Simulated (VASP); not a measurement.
Here is a VASP 6.6.1 calculation.

Contents of INCAR:

```
PREC = Accurate ; ENCUT = 600
EDIFF = 1E-6 ; ISMEAR = 0
SIGMA = 0.1 ; LREAL = False
LASPH = True ; NELM = 80
ALGO = Normal ; ISIF = 3
LWAVE = False ; LCHARG = False
GGA = PE ; IBRION = 2
NSW = 100 ; EDIFFG = -0.01
```

File KPOINTS:

```
Automatic mesh
0
Gamma
  8 8 8
```

Contents of POSCAR:

```
SnSe4
1.0
    5.1135395465      0.0000000000      0.0000000000
    0.0000000000      5.1135395465      0.0000000000
    0.0000000000      0.0000000000      5.1135395465
Sn Se
1 4
Direct
    0.0000000000      0.0000000000      0.0000000000
    0.2964715073      0.2964715073      0.2964715073
    0.7035284927      0.7035284927      0.2964715073
    0.2964715073      0.7035284927      0.7035284927
    0.7035284927      0.2964715073      0.7035284927
```

Potentials or basis: VASP PAW PBE potentials, release 64 (Sn_d, Se).

The run is started by

```console
$ cat potpaw_PBE.64/Sn_d/POTCAR potpaw_PBE.64/Se/POTCAR > POTCAR
$ mpirun -np 1 vasp_std > vasp.out
```

What does it give for the space group after relaxing (to 0.1 Å)?

P-43m (No. 215).

Predict the relaxed volume.

26.86 Å³/atom.

Forces on the atoms (eV/Å):
```
Sn   0.000  0.000  0.000
Se  -0.003 -0.003 -0.003
Se   0.003  0.003 -0.003
Se  -0.003  0.003  0.003
Se   0.003 -0.003  0.003
```
